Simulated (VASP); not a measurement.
# HfB2 (Cmmm) in VASP: electric field gradients with PBEsol

Aim: the electric field gradients of HfB2 with PBEsol.

All numbers are computed with VASP 6.6.1; they aren't measurements. Logs are shortened: lines on timing, memory, paths and dates and some standing lists are left out, and cuts for length are marked.

### 1 The cell of the first run

It takes space group Cmmm (No. 65, orthorhombic). Conventional cell: a = 3.133 Å, b = 5.426 Å, c = 3.479 Å, α = 90.00°, β = 90.00°, γ = 90.00°. Within 3.2 Å of Hf (site symmetry mmm) lie 12 B at 2.41 to 2.77 Å and 6 Hf at 3.13 Å. Within 1.5 Å of B (site symmetry m2m) lie 1 B at 1.12 Å.

### 2 Electric field gradients, PBEsol (shortest bond scaled by 0.62)

Input file INCAR:

```
PREC     = Accurate       # precision mode
ENCUT    = 520            # plane-wave cutoff, eV
EDIFF    = 1E-8           # SCF threshold, eV
ISMEAR   = -1             # smearing method
SIGMA    = 0.05           # smearing width, eV
LREAL    = F              # projectors in reciprocal space
LASPH    = T              # aspherical terms in the spheres
NELM     = 80             # most SCF steps
ALGO     = Normal         # electronic algorithm
ISIF     = 2              # what is computed and relaxed
LWAVE    = F              # write WAVECAR
LCHARG   = F              # write CHGCAR
GGA      = PS             # functional
LEFG     = T            
NBANDS   = 15             # bands
```

Input file KPOINTS:

```
regular mesh
0
Gamma
  10 10 8
```

Input file POSCAR:

```
HfB2
1.0
    3.1326790839      0.0000000000      0.0000000000
   -1.5663395419      2.7129796685      0.0000000000
    0.0000000000      0.0000000000      3.4792139900
Hf B
1 2
Direct
    0.0000000000      0.0000000000      0.0000000000
    0.2066666667      0.6033333333      0.5000000000
    0.7933333333      0.3966666667      0.5000000000
```

Potentials or basis: VASP PAW PBE potentials, release 64 (Hf_pv, B).

Started as:

```
> cat potpaw_PBE.64/Hf_pv/POTCAR potpaw_PBE.64/B/POTCAR > POTCAR
> mpirun -np 1 vasp_std > vasp.out
```

OUTCAR:

```text
PREC = Accurate
   ENCUT = 520
   EDIFF = 1E-8
   ISMEAR = -1
   LREAL = F
   LASPH = T
   NELM = 80
   ISIF = 2
   GGA = PS

 ion  position               nearest neighbor table
   1  0.000  0.000  0.000-   2 2.41   2 2.41   3 2.41   3 2.41   2 2.41   3 2.41   2 2.41   3 2.41
                             3 2.77   3 2.77   2 2.77   2 2.77
   2  0.207  0.603  0.500-   3 1.12   1 2.41   1 2.41   1 2.41   1 2.41   1 2.77   1 2.77
   3  0.793  0.397  0.500-   2 1.12   1 2.41   1 2.41   1 2.41   1 2.41   1 2.77   1 2.77

  LATTYP: Found a hexagonal cell.
 ALAT       =     3.1326790839
 C/A-ratio  =     1.1106193443

  Lattice vectors:

 A1 = (   3.1326790839,   0.0000000000,   0.0000000000)
 A2 = (  -1.5663395419,   2.7129796685,   0.0000000000)
 A3 = (   0.0000000000,   0.0000000000,   3.4792139900)

Analysis of symmetry for initial positions (statically):
=====================================================================
 Subroutine PRICEL returns:
 Original cell was already a primitive cell.

 Routine SETGRP: Setting up the symmetry group for a
 hexagonal supercell.

 Subroutine GETGRP returns: Found  8 space group operations
 (whereof  8 operations were pure point group operations)
 out of a pool of 24 trial point group operations.

The static configuration has the point symmetry D_2h.

Analysis of symmetry for dynamics (positions and initial velocities):
=====================================================================
 Subroutine PRICEL returns:
 Original cell was already a primitive cell.

 Routine SETGRP: Setting up the symmetry group for a
 hexagonal supercell.

 Subroutine GETGRP returns: Found  8 space group operations
 (whereof  8 operations were pure point group operations)
 out of a pool of 24 trial point group operations.

The dynamic configuration has the point symmetry D_2h.

 Subroutine INISYM returns: Found  8 space group operations
 (whereof  8 operations are pure point group operations),
 and found     1 'primitive' translations

----------------------------------------------------------------------------------------

                                     Primitive cell

  volume of cell :      29.5695

[... 146 lines left out ...]
      1     -23.3460      2.00000
      2     -22.9329      2.00000
      3     -22.7747      2.00000
      4      -6.2204      2.00000
      5       2.5951      2.00000
      6       3.6965      2.00000
      7       4.4780      2.00000
      8       6.8980      1.79893
      9       6.9534      1.49405
     10      10.6481      0.00000
     11      10.7489      0.00000
     12      11.2947      0.00000
     13      11.5515      0.00000
     14      15.2249      0.00000
[... 401 lines left out ...]
      2     -23.2272      2.00000
      3     -22.9848      2.00000
      4      -3.8541      2.00000
      5       0.6584      2.00000
      6       1.8096      2.00000
      7       2.7169      2.00000
      8       5.2792      2.00000
      9       9.6475      0.00000
     10      10.6083      0.00000
     11      11.2112      0.00000
     12      13.0008      0.00000
     13      15.6329      0.00000
     14      15.7850      0.00000
     15      16.7610      0.00000

 [... further k-points ...]

------------------------ aborting loop because EDIFF is reached ----------------------------------------

  FORCE on cell =-STRESS in cart. coord.  units (eV):
  Direction    XX          YY          ZZ          XY          YZ          ZX
  --------------------------------------------------------------------------------------
  -------------------------------------------------------------------------------------
  Total       27.4896846     10.7274868     -1.3462380     14.5164892      0.0000000      0.0000000
  in kB     1489.4871193    581.2526980    -72.9438745    786.5540814      0.0000000      0.0000000
  external PRESSURE =     665.9319809 kB  Pullay stress =       0.0000000 kB

 VOLUME and BASIS-vectors are now :
 -----------------------------------------------------------------------------
  energy-cutoff  :      520.00
  volume of cell :       29.57
      direct lattice vectors                 reciprocal lattice vectors
     3.132679084  0.000000000  0.000000000     0.319215589  0.184299206  0.000000000
    -1.566339542  2.712979669  0.000000000     0.000000000  0.368598413  0.000000000
     0.000000000  0.000000000  3.479213990     0.000000000  0.000000000  0.287421240

 POSITION                                       TOTAL-FORCE (eV/Angst)
 -----------------------------------------------------------------------------------
      0.00000      0.00000      0.00000        -0.000000      0.000000      0.000000
     -0.29760      1.63683      1.73961        31.749103     18.330353     -0.000000
      1.86394      1.07615      1.73961       -31.749103    -18.330353      0.000000
 -----------------------------------------------------------------------------------
    total drift:                                0.000000     -0.000000     -0.000000

  FREE ENERGIE OF THE ION-ELECTRON SYSTEM (eV)
  ---------------------------------------------------
  free  energy   TOTEN  =       -20.3421814105 eV

  energy  without entropy=      -20.3385839567  energy(sigma->0) =      -20.34038268

 Electric field gradients (V/A^2)
---------------------------------------------------------------------
 ion       V_xx      V_yy      V_zz      V_xy      V_xz      V_yz
---------------------------------------------------------------------
   1      15.995   -43.773    27.778    51.761    -0.000     0.000
   2      -0.533     1.751    -1.218    -1.978    -0.000     0.000
   3      -0.533     1.751    -1.218    -1.978    -0.000    -0.000
---------------------------------------------------------------------

 Electric field gradients after diagonalization (V/A^2)
 (convention: |V_zz| > |V_xx| > |V_yy|)
----------------------------------------------------------------------
 ion       V_xx      V_yy      V_zz     asymmetry (V_yy - V_xx)/ V_zz
----------------------------------------------------------------------
   1      45.879    27.778   -73.657       0.246
   2      -1.675    -1.218     2.893       0.158
   3      -1.675    -1.218     2.893       0.158
----------------------------------------------------------------------

           NMR quadrupolar parameters

 Cq : quadrupolar parameter    Cq=e*Q*V_zz/h
 eta: asymmetry parameters     (V_yy - V_xx)/ V_zz
 Q  : nuclear electric quadrupole moment in mb (millibarn)
----------------------------------------------------------------------
 ion       Cq(MHz)       eta       Q (mb)
----------------------------------------------------------------------
   1      -0.178       0.246       1.000
   2       0.007       0.158       1.000
   3       0.007       0.158       1.000
----------------------------------------------------------------------
```

OSZICAR:

```text
N       E                     dE             d eps       ncg     rms          rms(c)
DAV:   1     0.357414353675E+02    0.35741E+02   -0.81249E+03  4658   0.102E+03
DAV:   2    -0.252472588289E+02   -0.60989E+02   -0.56577E+02  6278   0.226E+02
DAV:   3    -0.270003391091E+02   -0.17531E+01   -0.17457E+01  5728   0.292E+01
DAV:   4    -0.270070298860E+02   -0.66908E-02   -0.66898E-02  5728   0.222E+00
DAV:   5    -0.270070680012E+02   -0.38115E-04   -0.38113E-04  5770   0.146E-01    0.496E+01
DAV:   6    -0.204624818246E+02    0.65446E+01   -0.10680E+01  5553   0.234E+01    0.410E+01
DAV:   7    -0.203667226287E+02    0.95759E-01   -0.14221E+00  5462   0.776E+00    0.257E+01
DAV:   8    -0.203601656953E+02    0.65569E-02   -0.12273E-01  5525   0.265E+00    0.645E+00
DAV:   9    -0.203426834925E+02    0.17482E-01   -0.30142E-02  5476   0.132E+00    0.110E+00
DAV:  10    -0.203422039769E+02    0.47952E-03   -0.18245E-03  5672   0.314E-01    0.673E-01
DAV:  11    -0.203421936701E+02    0.10307E-04   -0.86438E-05  5609   0.605E-02    0.251E-01
DAV:  12    -0.203421813838E+02    0.12286E-04   -0.27984E-05  5651   0.424E-02    0.192E-02
DAV:  13    -0.203421816821E+02   -0.29828E-06   -0.21281E-06  5546   0.113E-02    0.235E-02
DAV:  14    -0.203421814636E+02    0.21845E-06   -0.15540E-07  5252   0.319E-03    0.951E-03
DAV:  15    -0.203421814121E+02    0.51525E-07   -0.15781E-08  4171   0.104E-03    0.105E-03
DAV:  16    -0.203421814105E+02    0.16107E-08   -0.10730E-09  2479   0.263E-04
   1 F= -.20342181E+02 E0= -.20340383E+02  d E =-.359745E-02
```

Run time: 24 s. Hardware: 1 thread of Intel Xeon Platinum 8559C (Emerald Rapids), shared host; peak memory 0.19 GiB.

Results:

```
Free energy            : -20.3422 eV
Pressure               : 66.6 GPa
Largest force          : 36.661 eV/Å
Band gap on the k mesh : zero (band 8 reaches 7.58 eV, above the bottom of band 9 at 5.53 eV)
```

Forces on the atoms (eV/Å):
```
Hf    0.000   0.000   0.000
B    31.749  18.330   0.000
B   -31.749 -18.330   0.000
```

Stress tensor (GPa, compression positive):
```
148.95  78.66   0.00
 78.66  58.13   0.00
  0.00   0.00  -7.29
```

Electric field gradients, principal values (V/Å²):
```
atom   least  middle  greatest (by size)
1 Hf  27.778  45.879             -73.657
 2 B  -1.218  -1.675               2.893
 3 B  -1.218  -1.675               2.893
```

Caveat: the cell differs from its parent crystal (shortest bond scaled by 0.62); without QUAD_EFG the Cq values of the log hold for a quadrupole moment of 1 mb, not for the nuclei; the PAW data sets were made with another functional, which shifts forces and pressure a little; spin-orbit coupling is left out, which moves the levels of the heavy elements.
